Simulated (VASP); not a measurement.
# RhN (F-43m) in VASP: single point with PBE

Aim: the single point of RhN with PBE.

Everything below comes from runs of VASP 6.6.1. Logs are shortened: lines on timing, memory, paths and dates and some standing lists are left out, and cuts for length are marked.

**1. The cell of the first run**

It takes space group F-43m (No. 216, cubic). The conventional cell has a = 4.599 Å, b = 4.599 Å, c = 4.599 Å, α = 90.00°, β = 90.00°, γ = 90.00°. Within 2.6 Å of Rh (site symmetry -43m) lie 4 N at 1.99 Å. Within 2.6 Å of N (site symmetry -43m) lie 4 Rh at 1.99 Å.

**2. Single point, PBE, non-collinear spin, zero start, spin-orbit coupling**

The input, POSCAR:

```
RhN
1.0
    0.0000000000      2.2995982485      2.2995982485
    2.2995982485      0.0000000000      2.2995982485
    2.2995982485      2.2995982485      0.0000000000
Rh N
1 1
Direct
    0.0000000000      0.0000000000      0.0000000000
    0.2500000000      0.2500000000      0.2500000000
```

The input, INCAR.step1:

```
PREC = Accurate
ENCUT = 520
EDIFF = 1E-6
ISMEAR = 0
SIGMA = 0.05
LREAL = False
LASPH = True
NELM = 150
ALGO = Normal
ISIF = 2
LWAVE = False
LCHARG = True
LNONCOLLINEAR = True
MAGMOM = 0 0 0 0 0 0
LSORBIT = True
GGA_COMPAT = False
LORBMOM = True
LMAXMIX = 4
GGA = PE
NBANDS = 32
```

The input, KPOINTS.step1:

```
Automatic mesh
0
Gamma
  12 12 12
```

The input, INCAR.step2:

```
PREC = Accurate
ENCUT = 520
EDIFF = 1E-6
ISMEAR = -5
SIGMA = 0.05
LREAL = False
LASPH = True
NELM = 150
ALGO = Normal
ISIF = 2
LWAVE = False
LCHARG = False
LNONCOLLINEAR = True
MAGMOM = 0 0 0 0 0 0
LORBIT = 11
LSORBIT = True
GGA_COMPAT = False
LORBMOM = True
LMAXMIX = 4
GGA = PE
NEDOS = 1001
ICHARG = 11
```

The input, KPOINTS.step2:

```
Automatic mesh
0
Gamma
  18 18 18
```

Potentials or basis: VASP PAW PBE potentials, release 64 (Rh_pv, N).

On the command line:

```console
$ cat potpaw_PBE.64/Rh_pv/POTCAR potpaw_PBE.64/N/POTCAR > POTCAR
$ cp INCAR.step1 INCAR
$ cp KPOINTS.step1 KPOINTS
$ mpirun -np 1 vasp_ncl > vasp.out
$ cp INCAR.step2 INCAR
$ cp KPOINTS.step2 KPOINTS
$ mpirun -np 1 vasp_ncl > vasp.out
```

OUTCAR:

```text
PREC = Accurate
   ENCUT = 520
   EDIFF = 1E-6
   ISMEAR = -5
   LREAL = False
   LASPH = True
   NELM = 150
   ISIF = 2
   LNONCOLLINEAR = True
   LORBIT = 11
   LSORBIT = True
   GGA = PE
   ICHARG = 11

 ion  position               nearest neighbor table
   1  0.000  0.000  0.000-   2 1.99   2 1.99   2 1.99   2 1.99
   2  0.250  0.250  0.250-   1 1.99   1 1.99   1 1.99   1 1.99

  LATTYP: Found a face centered cubic cell.
 ALAT       =     4.5991964970

  Lattice vectors:

 A1 = (   0.0000000000,   2.2995982485,   2.2995982485)
 A2 = (   2.2995982485,   0.0000000000,   2.2995982485)
 A3 = (   2.2995982485,   2.2995982485,   0.0000000000)

Analysis of symmetry for initial positions (statically):
=====================================================================
 Subroutine PRICEL returns:
 Original cell was already a primitive cell.

 Routine SETGRP: Setting up the symmetry group for a
 face centered cubic supercell.

 Subroutine GETGRP returns: Found 24 space group operations
 (whereof 24 operations were pure point group operations)
 out of a pool of 48 trial point group operations.

The static configuration has the point symmetry T_d .

Analysis of symmetry for dynamics (positions and initial velocities):
=====================================================================
 Subroutine PRICEL returns:
 Original cell was already a primitive cell.

 Routine SETGRP: Setting up the symmetry group for a
 face centered cubic supercell.

 Subroutine GETGRP returns: Found 24 space group operations
 (whereof 24 operations were pure point group operations)
 out of a pool of 48 trial point group operations.

The dynamic configuration has the point symmetry T_d .

Analysis of structural, dynamic, and magnetic symmetry:
=====================================================================
 Subroutine PRICEL returns:
 Original cell was already a primitive cell.

 Routine SETGRP: Setting up the symmetry group for a
 face centered cubic supercell.

 Subroutine GETGRP returns: Found 24 space group operations
 (whereof 24 operations were pure point group operations)
 out of a pool of 48 trial point group operations.

The overall configuration has the point symmetry T_d .

 Subroutine INISYM returns: Found 24 space group operations
 (whereof 24 operations are pure point group operations),
 and found     1 'primitive' translations

----------------------------------------------------------------------------------------

                                     Primitive cell

  volume of cell :      24.3213

  direct lattice vectors                    reciprocal lattice vectors
     0.000000000  2.299598249  2.299598249    -0.217429284  0.217429284  0.217429284
     2.299598249  0.000000000  2.299598249     0.217429284 -0.217429284  0.217429284
     2.299598249  2.299598249  0.000000000     0.217429284  0.217429284 -0.217429284

  length of vectors
     3.252123031  3.252123031  3.252123031     0.376598566  0.376598566  0.376598566

  position of ions in fractional coordinates (direct lattice)
     0.000000000  0.000000000  0.000000000
     0.250000000  0.250000000  0.250000000

  ion indices of the primitive-cell ions
   primitive index   ion index
                 1           1
                 2           2

----------------------------------------------------------------------------------------

 KPOINTS: Automatic mesh

Automatic generation of k-mesh.
 Grid dimensions read from file:
 generate k-points for:   18   18   18

 Generating k-lattice:

  Cartesian coordinates                     Fractional coordinates (reciprocal lattice)
    -0.012079405  0.012079405  0.012079405     0.055555556  0.000000000  0.000000000
     0.012079405 -0.012079405  0.012079405     0.000000000  0.055555556  0.000000000
     0.012079405  0.012079405 -0.012079405     0.000000000  0.000000000  0.055555556

  Length of vectors
     0.020922143  0.020922143  0.020922143

  Shift w.r.t. Gamma in fractional coordinates (k-lattice)
     0.000000000  0.000000000  0.000000000

 TETIRR: Found   1454 inequivalent tetrahedra from    34992

 Subroutine IBZKPT returns following result:
 ===========================================

 Found    335 irreducible k-points:

 Following reciprocal coordinates:
            Coordinates               Weight
  0.000000  0.000000  0.000000      1.000000
  0.055556  0.000000  0.000000      4.000000
 -0.055556  0.000000  0.000000      4.000000
  0.111111  0.000000  0.000000      4.000000
[... 39 lines left out ...]
   EDIFF  = 0.1E-05   stopping-criterion for ELM
   LREAL  =      F    real-space projection
   EDIFFG = 0.1E-04   stopping-criterion for IOM
   NSW    =      0    number of steps for IOM
   IBRION =     -1    ionic relax: 0-MD 1-quasi-New 2-CG
   NFREE  =      0    steps in history (QN), initial steepest desc. (CG)
   ISIF   =      2    stress and relaxation
   ISYM   =      2    0-nonsym 1-usesym 2-fastsym
   POTIM  = 0.5000    time-step for ionic-motion
   TEBEG  =    0.0;   TEEND  =   0.0 temperature during run
   PSTRESS=    0.0 pullay stress
   NELECT =      20.0000    total number of electrons
   NUPDOWN=      -1.0000    fix difference up-down
   EMIN   =  10.00;   EMAX   =-10.00  energy-range for DOS
   EFERMI =   0.00;   METHOD = LEGACY
   ISMEAR =    -5;   SIGMA  =   0.05  broadening in eV -4-tet -1-fermi 0-gaus
   EFERMI_NEDOS =   21; number of points for ismear=-14 and -15
   IALGO  =     38    algorithm
   IMIX   =      4    mixing-type and parameters
     AMIX     =   0.40;   BMIX     =  1.00
     AMIX_MAG =   1.60;   BMIX_MAG =  1.00
  volume/ion in A,a.u.               =      12.16        82.06
  Fermi-wavevector in a.u.,A,eV,Ry     =   1.533756  2.898378 32.006435  2.352407
  Thomas-Fermi vector in A             =   2.640779
   LORBIT       =     11    0 simple, 1 ext, 2 COOP (PROOUT), +10 PAW based schemes
   GGA     = PE    functional components
   LHFCALC =     F    Hartree Fock is set to
   AEXX    =    0.0000 exact exchange contribution
   IVDW    =     0    specifies the selected vdW correction
   LEPSILON=     F    determine dielectric tensor
   LRPA    =     F    only Hartree local field effects (RPA)
 Fermi weights with tetrahedron method with Bloechl corrections
  energy-cutoff  :      520.00
  volume of cell :       24.32
 maximum number of plane-waves:      1332

 number of electron      20.0000001 magnetization       0.0000000      0.0000000      0.0000000

 Free energy of the ion-electron system (eV)
  ---------------------------------------------------
  ext. energy  EPLUGINS =         0.00000000
  ---------------------------------------------------
  free energy    TOTEN  =       -14.81467369 eV

  energy without entropy =      -14.81467369  energy(sigma->0) =      -14.81467369

 E-fermi :   8.7363     XC(G=0): -12.2696

 val. band max:        8.7546301441   @ k =  -0.4444   0.3889   0.0000
 cond. band min:       8.6776832872   @ k =  -0.4444   0.4444   0.0000
 fundamental gap:     -0.0769468569
 Fermi energy:         8.7363238659

 k-point     1 :       0.0000    0.0000    0.0000
  band No.  band energies     occupation
      1     -41.3206      1.00000
      2     -41.3206      1.00000
      3     -37.5396      1.00000
      4     -37.5396      1.00000
      5     -37.5396      1.00000
      6     -37.5396      1.00000
[... 733 lines left out ...]
     27      19.6045      0.00000
     28      19.6263      0.00000

 [... further k-points ...]
[... 5 lines left out ...]
  --------------------------------------------------------------------------------------
  -------------------------------------------------------------------------------------
  Total        0.1111020      0.1111020      0.1111020     -0.0000000      0.0000000      0.0000000
  in kB        7.3189146      7.3189146      7.3189146     -0.0000000      0.0000000      0.0000000
  external PRESSURE =       7.3189146 kB  Pullay stress =       0.0000000 kB

 VOLUME and BASIS-vectors are now :
 -----------------------------------------------------------------------------
  energy-cutoff  :      520.00
  volume of cell :       24.32
      direct lattice vectors                 reciprocal lattice vectors
     0.000000000  2.299598249  2.299598249    -0.217429284  0.217429284  0.217429284
     2.299598249  0.000000000  2.299598249     0.217429284 -0.217429284  0.217429284
     2.299598249  2.299598249  0.000000000     0.217429284  0.217429284 -0.217429284

 POSITION                                       TOTAL-FORCE (eV/Angst)
 -----------------------------------------------------------------------------------
      0.00000      0.00000      0.00000         0.000000      0.000000      0.000000
      1.14980      1.14980      1.14980        -0.000000     -0.000000     -0.000000
 -----------------------------------------------------------------------------------
    total drift:                               -0.000001     -0.000001     -0.000001

  FREE ENERGIE OF THE ION-ELECTRON SYSTEM (eV)
  ---------------------------------------------------
  free  energy   TOTEN  =       -14.8146736912 eV

  energy  without entropy=      -14.8146736912  energy(sigma->0) =      -14.81467369

 orbital moment (x)

 # of ion     p       d       tot
 ----------------------------------------
  1        -0.000  -0.000  -0.000
  2        -0.000   0.000  -0.000
 ----------------------------------------
           -0.000  -0.000  -0.000

 orbital moment (y)

 # of ion     p       d       tot
 ----------------------------------------
  1         0.000  -0.000  -0.000
  2         0.000   0.000   0.000
 ----------------------------------------
            0.000  -0.000  -0.000

 orbital moment (z)

 # of ion     p       d       tot
 ----------------------------------------
  1         0.000  -0.000  -0.000
  2         0.000   0.000   0.000
 ----------------------------------------
            0.000  -0.000  -0.000

 Spin-Orbit-Coupling matrix elements

 Ion:    1  E_soc:     -0.3096906
 l=   1
     0.0000000    -0.0400970    -0.0400970
    -0.0400970     0.0000000    -0.0400970
    -0.0400970    -0.0400970     0.0000000
 l=   2
     0.0000000    -0.0023365     0.0000000    -0.0023365    -0.0091816
    -0.0023365     0.0000000    -0.0068862    -0.0023365    -0.0022954
     0.0000000    -0.0068862     0.0000000    -0.0068862     0.0000000
    -0.0023365    -0.0023365    -0.0068862     0.0000000    -0.0022954
    -0.0091816    -0.0022954     0.0000000    -0.0022954     0.0000000
 l=   3
     0.0000000     0.0000000     0.0000000     0.0000000     0.0000000     0.0000000     0.0000000
     0.0000000     0.0000000     0.0000000     0.0000000     0.0000000     0.0000000     0.0000000
     0.0000000     0.0000000     0.0000000     0.0000000     0.0000000     0.0000000     0.0000000
     0.0000000     0.0000000     0.0000000     0.0000000     0.0000000     0.0000000     0.0000000
     0.0000000     0.0000000     0.0000000     0.0000000     0.0000000     0.0000000     0.0000000
     0.0000000     0.0000000     0.0000000     0.0000000     0.0000000     0.0000000     0.0000000
     0.0000000     0.0000000     0.0000000     0.0000000     0.0000000     0.0000000     0.0000000

 Ion:    2  E_soc:     -0.0000097
 l=   1
     0.0000000    -0.0000016    -0.0000016
    -0.0000016     0.0000000    -0.0000016
    -0.0000016    -0.0000016     0.0000000
 l=   2
     0.0000000     0.0000000     0.0000000     0.0000000     0.0000000
     0.0000000     0.0000000     0.0000000     0.0000000     0.0000000
     0.0000000     0.0000000     0.0000000     0.0000000     0.0000000
     0.0000000     0.0000000     0.0000000     0.0000000     0.0000000
     0.0000000     0.0000000     0.0000000     0.0000000     0.0000000
 l=   3
     0.0000000     0.0000000     0.0000000     0.0000000     0.0000000     0.0000000     0.0000000
     0.0000000     0.0000000     0.0000000     0.0000000     0.0000000     0.0000000     0.0000000
     0.0000000     0.0000000     0.0000000     0.0000000     0.0000000     0.0000000     0.0000000
     0.0000000     0.0000000     0.0000000     0.0000000     0.0000000     0.0000000     0.0000000
     0.0000000     0.0000000     0.0000000     0.0000000     0.0000000     0.0000000     0.0000000
     0.0000000     0.0000000     0.0000000     0.0000000     0.0000000     0.0000000     0.0000000
     0.0000000     0.0000000     0.0000000     0.0000000     0.0000000     0.0000000     0.0000000

 total charge

# of ion       s       p       d       tot
------------------------------------------
    1        0.380   6.319   7.134  13.833
    2        1.273   2.346   0.000   3.619
--------------------------------------------------
tot          1.653   8.665   7.134  17.452

 magnetization (x)

# of ion       s       p       d       tot
------------------------------------------
    1        0.000   0.000   0.000   0.000
    2       -0.000  -0.000   0.000  -0.000
--------------------------------------------------
tot         -0.000  -0.000   0.000   0.000

 magnetization (y)

# of ion       s       p       d       tot
------------------------------------------
    1        0.000   0.000   0.000   0.000
    2       -0.000   0.000   0.000  -0.000
--------------------------------------------------
tot         -0.000   0.000   0.000  -0.000

 magnetization (z)

# of ion       s       p       d       tot
------------------------------------------
    1        0.000   0.000  -0.000  -0.000
    2       -0.000   0.000   0.000  -0.000
--------------------------------------------------
tot         -0.000   0.000  -0.000  -0.000
```

Wall time 3.1 min (1 thread of AMD EPYC 9R45 (Zen 5), shared host); peak memory 0.4 GiB.

Results:

* Net moment: 0.00 μB per cell
* Valence electrons inside the program's atomic spheres: Rh 13.83; N 3.62

Moments on the atoms (μB; x, y, z):
```
Rh  0.00 0.00 0.00
N   0.00 0.00 0.00
```
